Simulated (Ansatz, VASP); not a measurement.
Two plane-wave programs on Mo

```
CELL_PARAMETERS angstrom
-1.58384 1.58384 1.58384
1.58384 -1.58384 1.58384
1.58384 1.58384 -1.58384
ATOMIC_POSITIONS crystal
Mo 0.00000 0.00000 0.00000
```

Alike in both runs: task single point; functional LDA; k mesh 13 × 13 × 13; no spin polarisation.

|  | VASP | Ansatz |
| --- | --- | --- |
| version | VASP 6.6.1 | Ansatz 0.2.0 |
| potentials or method | VASP PAW LDA potentials, release 64 (Mo_sv), cutoff 520 eV | plane waves, PAW |
| occupations | methfessel-paxton of order 1, width 0.1 eV | cold |
| valence electrons in the cell | 14 | 14 |

```csv
,VASP,Ansatz,Ansatz less VASP
pressure (GPa),-13.4,-14.3,-0.94
```

LDA's correlation is that of Perdew and Zunger in VASP and of Perdew and Wang (1992) in Ansatz.
